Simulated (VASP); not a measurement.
# GaAs (F-43m) in VASP: a series of runs

Runs on GaAs. Level: LDA. Tasks: single point, relaxation of cell and atoms.

All numbers are computed with VASP 6.6.1; they aren't measurements. Logs are shortened: lines on timing, memory, paths and dates and some standing lists are left out, and cuts for length are marked.

## Step 1: The cell of the first run

Symmetry: F-43m, No. 216, cubic system. The conventional cell has a = 5.603 Å, b = 5.603 Å, c = 5.603 Å, α = 90.00°, β = 90.00°, γ = 90.00°. Within 3.2 Å of Ga (site symmetry -43m) lie 4 As at 2.43 Å. As (site symmetry -43m) has 4 Ga at 2.43 Å within 3.2 Å.

## Step 2: Single point, LDA

INCAR reads:

```
SYSTEM = GaAs
PREC = Accurate ; ENCUT = 520
EDIFF = 1E-6 ; ISMEAR = 0
SIGMA = 0.1 ; LREAL = .False.
LASPH = .True. ; NELM = 100
ALGO = Normal ; ISIF = 2
LWAVE = .False. ; LCHARG = .False.
NBANDS = 16
```

KPOINTS reads:

```
regular mesh
0
Gamma
  10 10 10
  0 0 0
```

POSCAR reads:

```
GaAs
1.0
    0.0000000000      2.8015691295      2.8015691295
    2.8015691295      0.0000000000      2.8015691295
    2.8015691295      2.8015691295      0.0000000000
Ga As
1 1
Direct
    0.0000000000      0.0000000000      0.0000000000
    0.7500000000      0.7500000000      0.7500000000
```

Potentials or basis: VASP PAW LDA potentials, release 64 (Ga_d, As).

Launch:

```
$ cat potpaw_LDA.64/Ga_d/POTCAR potpaw_LDA.64/As/POTCAR > POTCAR
$ mpirun -np 1 vasp_std > vasp.out
```

OUTCAR:

```text
SYSTEM = GaAs
   PREC = Accurate
   ENCUT = 520
   EDIFF = 1E-6
   ISMEAR = 0
   LREAL = .False.
   LASPH = .True.
   NELM = 100
   ISIF = 2

 ion  position               nearest neighbor table
   1  0.000  0.000  0.000-   2 2.43   2 2.43   2 2.43   2 2.43
   2  0.750  0.750  0.750-   1 2.43   1 2.43   1 2.43   1 2.43

  LATTYP: Found a face centered cubic cell.
 ALAT       =     5.6031382590

  Lattice vectors:

 A1 = (   0.0000000000,   2.8015691295,   2.8015691295)
 A2 = (   2.8015691295,   0.0000000000,   2.8015691295)
 A3 = (   2.8015691295,   2.8015691295,   0.0000000000)

Analysis of symmetry for initial positions (statically):
=====================================================================
 Subroutine PRICEL returns:
 Original cell was already a primitive cell.

 Routine SETGRP: Setting up the symmetry group for a
 face centered cubic supercell.

 Subroutine GETGRP returns: Found 24 space group operations
 (whereof 24 operations were pure point group operations)
 out of a pool of 48 trial point group operations.

The static configuration has the point symmetry T_d .

Analysis of symmetry for dynamics (positions and initial velocities):
=====================================================================
 Subroutine PRICEL returns:
 Original cell was already a primitive cell.

 Routine SETGRP: Setting up the symmetry group for a
 face centered cubic supercell.

 Subroutine GETGRP returns: Found 24 space group operations
 (whereof 24 operations were pure point group operations)
 out of a pool of 48 trial point group operations.

The dynamic configuration has the point symmetry T_d .

 Subroutine INISYM returns: Found 24 space group operations
 (whereof 24 operations are pure point group operations),
 and found     1 'primitive' translations

----------------------------------------------------------------------------------------

                                     Primitive cell

  volume of cell :      43.9779

  direct lattice vectors                    reciprocal lattice vectors
     0.000000000  2.801569129  2.801569129    -0.178471413  0.178471413  0.178471413
     2.801569129  0.000000000  2.801569129     0.178471413 -0.178471413  0.178471413
     2.801569129  2.801569129  0.000000000     0.178471413  0.178471413 -0.178471413

  length of vectors
     3.962017059  3.962017059  3.962017059     0.309121554  0.309121554  0.309121554

  position of ions in fractional coordinates (direct lattice)
     0.000000000  0.000000000  0.000000000
     0.750000000  0.750000000  0.750000000

  ion indices of the primitive-cell ions
   primitive index   ion index
                 1           1
                 2           2

----------------------------------------------------------------------------------------

 KPOINTS: regular mesh

Automatic generation of k-mesh.
 Grid dimensions read from file:
 generate k-points for:   10   10   10

 Generating k-lattice:

  Cartesian coordinates                     Fractional coordinates (reciprocal lattice)
    -0.017847141  0.017847141  0.017847141     0.100000000  0.000000000  0.000000000
     0.017847141 -0.017847141  0.017847141     0.000000000  0.100000000  0.000000000
     0.017847141  0.017847141 -0.017847141     0.000000000  0.000000000  0.100000000

  Length of vectors
     0.030912155  0.030912155  0.030912155

  Shift w.r.t. Gamma in fractional coordinates (k-lattice)
     0.000000000  0.000000000  0.000000000

 Subroutine IBZKPT returns following result:
 ===========================================

 Found     47 irreducible k-points:

 Following reciprocal coordinates:
            Coordinates               Weight
  0.000000  0.000000  0.000000      1.000000
  0.100000  0.000000  0.000000      8.000000
  0.200000  0.000000  0.000000      8.000000
  0.300000  0.000000  0.000000      8.000000
  0.400000  0.000000  0.000000      8.000000
  0.500000  0.000000  0.000000      4.000000
[... 16 lines left out ...]
  0.300000  0.300000  0.000000      6.000000
  0.400000  0.300000  0.000000     24.000000
 [... further k-points ...]
   k-points           NKPTS =     47   k-points in BZ     NKDIM =     47   number of bands    NBANDS=     16
   number of dos      NEDOS =    301   number of ions     NIONS =      2
   total plane-waves  NPLWV =  27000
   dimension x,y,z NGX =    30 NGY =   30 NGZ =   30
   dimension x,y,z NGXF=    60 NGYF=   60 NGZF=   60
   ions per type =               1   1
   NGX,Y,Z   is equivalent  to a cutoff of  12.59, 12.59, 12.59 a.u.
   NGXF,Y,Z  is equivalent  to a cutoff of  25.18, 25.18, 25.18 a.u.
 SYSTEM =  GaAs
   PREC   = accura    normal or accurate (medium, high low for compatibility)
   ISTART =      0    job   : 0-new  1-cont  2-samecut
   ICHARG =      2    charge: 1-file 2-atom 10-const
   ISPIN  =      1    spin polarized calculation?
   LNONCOLLINEAR =      F non collinear calculations
   LSORBIT =      F    spin-orbit coupling
   LASPH  =      T    aspherical Exc in radial PAW
   ENCUT  =  520.0 eV  38.22 Ry    6.18 a.u.   7.37  7.37  7.37*2*pi/ulx,y,z
   NELM   =    100;   NELMIN=  2; NELMDL= -5     # of ELM steps
   EDIFF  = 0.1E-05   stopping-criterion for ELM
   LREAL  =      F    real-space projection
   EDIFFG = 0.1E-04   stopping-criterion for IOM
   NSW    =      0    number of steps for IOM
   IBRION =     -1    ionic relax: 0-MD 1-quasi-New 2-CG
   NFREE  =      0    steps in history (QN), initial steepest desc. (CG)
   ISIF   =      2    stress and relaxation
   ISYM   =      2    0-nonsym 1-usesym 2-fastsym
   POTIM  = 0.5000    time-step for ionic-motion
   TEBEG  =    0.0;   TEEND  =   0.0 temperature during run
   PSTRESS=    0.0 pullay stress
   NELECT =      18.0000    total number of electrons
   NUPDOWN=      -1.0000    fix difference up-down
   EMIN   =  10.00;   EMAX   =-10.00  energy-range for DOS
   EFERMI =   0.00;   METHOD = LEGACY
   ISMEAR =     0;   SIGMA  =   0.10  broadening in eV -4-tet -1-fermi 0-gaus
   EFERMI_NEDOS =   21; number of points for ismear=-14 and -15
   IALGO  =     38    algorithm
   IMIX   =      4    mixing-type and parameters
     AMIX     =   0.40;   BMIX     =  1.00
     AMIX_MAG =   1.60;   BMIX_MAG =  1.00
  volume/ion in A,a.u.               =      21.99       148.39
  Fermi-wavevector in a.u.,A,eV,Ry     =   1.215498  2.296959 20.101736  1.477436
  Thomas-Fermi vector in A             =   2.350883
   LORBIT       =      0    0 simple, 1 ext, 2 COOP (PROOUT), +10 PAW based schemes
   GGA     = CA    functional components
   LHFCALC =     F    Hartree Fock is set to
   AEXX    =    0.0000 exact exchange contribution
   IVDW    =     0    specifies the selected vdW correction
   LEPSILON=     F    determine dielectric tensor
   LRPA    =     F    only Hartree local field effects (RPA)
 non-spin polarized calculation
 Gauss-broadening in eV      SIGMA  =   0.10
  energy-cutoff  :      520.00
  volume of cell :       43.98
 maximum number of plane-waves:      1243
 NGX is ok and might be reduce to    30
   NGX = 15   NGY = 15   NGZ = 15

 number of electron      18.0000013 magnetization

 Free energy of the ion-electron system (eV)
  ---------------------------------------------------
  ext. energy  EPLUGINS =         0.00000000
  ---------------------------------------------------
  free energy    TOTEN  =        -9.64101185 eV

  energy without entropy =       -9.64101170  energy(sigma->0) =       -9.64101177

 E-fermi :   4.3391     XC(G=0): -10.0318

 val. band max:        4.0613631331   @ k =   0.0000   0.0000   0.0000
 cond. band min:       4.5974774214   @ k =   0.0000   0.0000   0.0000
 fundamental gap:      0.5361142883
 Fermi energy:         4.3390652095

 k-point     1 :       0.0000    0.0000    0.0000
  band No.  band energies     occupation
      1     -10.9177      2.00000
      2     -10.9177      2.00000
      3     -10.9177      2.00000
      4     -10.8329      2.00000
      5     -10.8329      2.00000
      6      -8.8994      2.00000
[... 8 lines left out ...]
     15      14.3004      0.00000
     16      14.3004      0.00000

 k-point     2 :       0.1000    0.0000    0.0000
  band No.  band energies     occupation
      1     -10.9274      2.00000
      2     -10.9152      2.00000
      3     -10.9152      2.00000
      4     -10.8330      2.00000
      5     -10.8330      2.00000
      6      -8.7774      2.00000
[... 8 lines left out ...]
     15      13.5584      0.00000
     16      13.5584      0.00000

 k-point     3 :       0.2000    0.0000    0.0000
  band No.  band energies     occupation
      1     -10.9509      2.00000
      2     -10.9090      2.00000
      3     -10.9090      2.00000
      4     -10.8330      2.00000
      5     -10.8330      2.00000
      6      -8.4267      2.00000
[... 8 lines left out ...]
     15      13.0414      0.00000
     16      13.0414      0.00000

 k-point     4 :       0.3000    0.0000    0.0000
  band No.  band energies     occupation
      1     -10.9771      2.00000
      2     -10.9025      2.00000
      3     -10.9025      2.00000
      4     -10.8318      2.00000
      5     -10.8318      2.00000
      6      -7.8996      2.00000
[... 8 lines left out ...]
     15      13.4285      0.00000
     16      13.4285      0.00000
[... 324 lines left out ...]
 k-point    22 :      -0.2000    0.2000    0.0000
  band No.  band energies     occupation
      1     -10.9841      2.00000
      2     -10.8987      2.00000
      3     -10.8970      2.00000
      4     -10.8362      2.00000
      5     -10.8308      2.00000
      6      -7.7187      2.00000
[... 8 lines left out ...]
     15      14.6484      0.00000
     16      15.4464      0.00000

 k-point    23 :       0.3000    0.3000    0.0000
  band No.  band energies     occupation
      1     -11.0030      2.00000
      2     -10.8835      2.00000
      3     -10.8835      2.00000
      4     -10.8504      2.00000
      5     -10.8239      2.00000
      6      -7.5525      2.00000
[... 8 lines left out ...]
     15      15.7570      0.00000
     16      16.5170      0.00000

 k-point    24 :       0.4000    0.3000    0.0000
  band No.  band energies     occupation
      1     -11.0159      2.00000
      2     -10.8788      2.00000
      3     -10.8771      2.00000
      4     -10.8525      2.00000
      5     -10.8226      2.00000
      6      -7.0918      2.00000
[... 8 lines left out ...]
     15      16.4683      0.00000
     16      16.9349      0.00000

 [... further k-points ...]

------------------------ aborting loop because EDIFF is reached ----------------------------------------

  FORCE on cell =-STRESS in cart. coord.  units (eV):
  Direction    XX          YY          ZZ          XY          YZ          ZX
  --------------------------------------------------------------------------------------
  -------------------------------------------------------------------------------------
  Total        0.0865471      0.0865471      0.0865471      0.0000000     -0.0000000      0.0000000
  in kB        3.1530385      3.1530385      3.1530385      0.0000000     -0.0000000      0.0000000
  external PRESSURE =       3.1530385 kB  Pullay stress =       0.0000000 kB

 VOLUME and BASIS-vectors are now :
 -----------------------------------------------------------------------------
  energy-cutoff  :      520.00
  volume of cell :       43.98
      direct lattice vectors                 reciprocal lattice vectors
     0.000000000  2.801569129  2.801569129    -0.178471413  0.178471413  0.178471413
     2.801569129  0.000000000  2.801569129     0.178471413 -0.178471413  0.178471413
     2.801569129  2.801569129  0.000000000     0.178471413  0.178471413 -0.178471413

 POSITION                                       TOTAL-FORCE (eV/Angst)
 -----------------------------------------------------------------------------------
      0.00000      0.00000      0.00000         0.000000      0.000000      0.000000
      4.20235      4.20235      4.20235        -0.000000     -0.000000     -0.000000
 -----------------------------------------------------------------------------------
    total drift:                                0.000000      0.000000      0.000000

  FREE ENERGIE OF THE ION-ELECTRON SYSTEM (eV)
  ---------------------------------------------------
  free  energy   TOTEN  =        -9.6410118467 eV

  energy  without entropy=       -9.6410117000  energy(sigma->0) =       -9.64101177
```

Wall time 22 s (1 thread of Intel Xeon Platinum 8559C (Emerald Rapids), shared host); peak memory 0.16 GiB.

What came out:

| Property | Result |
| --- | --- |
| Free energy | -9.6410 eV |
| Pressure | 0.3 GPa |
| Band gap on the k mesh | 0.54 eV |

Levels at points of the mesh, in eV from the valence-band top:
```tsv
k point	band 5	band 6	band 7	band 8	band 9	band 10	band 11	band 12	band 13	band 14
(0.00, 0.00, 0.00)	-14.89	-12.96	0.00	0.00	0.00	0.54	3.68	3.68	3.68	7.43
(0.50, 0.00, 0.00)	-14.89	-11.11	-6.84	-1.19	-1.19	0.94	4.59	4.59	7.59	10.41
(0.50, 0.50, 0.00)	-14.88	-10.34	-7.00	-2.79	-2.79	1.29	1.54	10.26	10.26	11.04
```

## Step 3: Single point, LDA

INCAR reads:

```
SYSTEM = GaAs
PREC = Accurate ; ENCUT = 520
EDIFF = 1E-7 ; ISMEAR = 0
SIGMA = 0.02 ; LREAL = .FALSE.
LASPH = .TRUE. ; NELM = 80
ALGO = Normal ; ISIF = 2
LWAVE = .FALSE. ; LCHARG = .TRUE.
GGA = CA ; LELF = .TRUE.
LVHAR = .TRUE. ; NBANDS = 16
```

KPOINTS reads:

```
regular mesh
0
G
  10 10 10
  0 0 0
```

POSCAR is that of step 2.

Potentials or basis: VASP PAW LDA potentials, release 64 (Ga_d, As).

Launch:

```
$ cat potpaw_LDA.64/Ga_d/POTCAR potpaw_LDA.64/As/POTCAR > POTCAR
$ mpirun -np 1 vasp_std > vasp.out
```

Wall time 25 s (1 thread of Intel Xeon Platinum 8559C (Emerald Rapids), shared host); peak memory 0.16 GiB.

Results (log left out):

| Item | Value |
| --- | --- |
| Free energy | -9.6410 eV |
| Pressure | 0.3 GPa |
| Band gap on the k mesh | 0.54 eV |

Levels at points of the mesh, in eV from the valence-band top:
```tsv
k point	band 7	band 8	band 9	band 10	band 11	band 12
(0.00, 0.00, 0.00)	0.00	0.00	0.00	0.54	3.68	3.68
(0.50, 0.00, 0.00)	-6.84	-1.19	-1.19	0.94	4.59	4.59
(0.50, 0.50, 0.00)	-7.00	-2.79	-2.79	1.29	1.54	10.26
```

A k mesh can miss the band edges.

## Step 4: Relaxation of cell and atoms, LDA

INCAR reads:

```
SYSTEM = GaAs
ALGO = Normal
EDIFF = 1E-6
EDIFFG = -0.002
ENCUT = 600
GGA = CA
IBRION = 2
ISIF = 3
ISMEAR = 0
LASPH = .True.
LCHARG = .False.
LREAL = .False.
LWAVE = .False.
NELM = 80
NSW = 100
PREC = Accurate
SIGMA = 0.02
```

KPOINTS reads:

```
k-points
0
Gamma
  10 10 10
  0 0 0
```

POSCAR is that of step 3.

Launch:

```
$ cat potpaw_LDA.64/Ga_d/POTCAR potpaw_LDA.64/As/POTCAR > POTCAR
$ mpirun -np 1 vasp_std > vasp.out
```

Wall time 24 s (1 thread of Intel Xeon Platinum 8559C (Emerald Rapids), shared host); peak memory 0.18 GiB.

It converged, with:

| Property | Result |
| --- | --- |
| Free energy | -9.6411 eV |
| Relaxed volume | 22.08 Å³/atom |
| Relaxed cell | a = 3.967 Å, b = 3.967 Å, c = 3.967 Å, α = 60.00°, β = 60.00°, γ = 60.00° |
| Space group after relaxing (to 0.1 Å) | F-43m (No. 216) |
| Energy gained by relaxing | 0.1 meV/atom |
| Ionic steps | 3 |
| Pressure after relaxing | 0.0 GPa |
| Band gap on the k mesh | 0.51 eV |

The path:
```csv
step,energy change (eV),largest force (eV/Å),pressure (GPa),volume (Å³)
1,0.0000,0.0000,0.29,43.98
2,-0.0001,0.0000,-0.19,44.23
3,-0.0002,0.0000,0.01,44.15
```

Final structure:
```
Ga As
1.0
     0.00000    2.80530    2.80530
     2.80530    0.00000    2.80530
     2.80530    2.80530    0.00000
Ga As
1 1
Direct
  0.00000 0.00000 0.00000
  0.75000 0.75000 0.75000
```

Levels at points of the mesh, in eV from the valence-band top:
| k point | band 7 | band 8 | band 9 | band 10 | band 11 | band 12 |
| --- | --- | --- | --- | --- | --- | --- |
| (0.00, 0.00, 0.00) | 0.00 | 0.00 | 0.00 | 0.51 | 3.68 | 3.68 |
| (0.50, 0.00, 0.00) | -6.82 | -1.18 | -1.18 | 0.93 | 4.59 | 4.59 |
| (0.50, 0.50, 0.00) | -6.98 | -2.77 | -2.77 | 1.30 | 1.54 | 10.23 |

## Step 5: Overview

| task | cell | cutoff (eV) | smearing | gap on the mesh (eV) | pressure (GPa) |
| --- | --- | --- | --- | --- | --- |
| single point | a = 3.962 Å, angles 60.0°, 2 atoms | 520 | gaussian 0.1 eV | 0.54 | 0.3 |
| single point | a = 3.962 Å, angles 60.0°, 2 atoms | 520 | gaussian 0.02 eV | 0.54 | 0.3 |
| relaxation of cell and atoms | relaxed from a = 3.962 Å, angles 60.0°, 2 atoms | 600 | gaussian 0.02 eV | 0.51 | 0.0 |

Alike in all rows: level LDA; potentials or basis VASP PAW LDA potentials, release 64 (Ga_d, As); no spin polarisation; k mesh 10 × 10 × 10.

Total energies depend on the potentials used, so only differences within one code and one set of settings carry meaning.
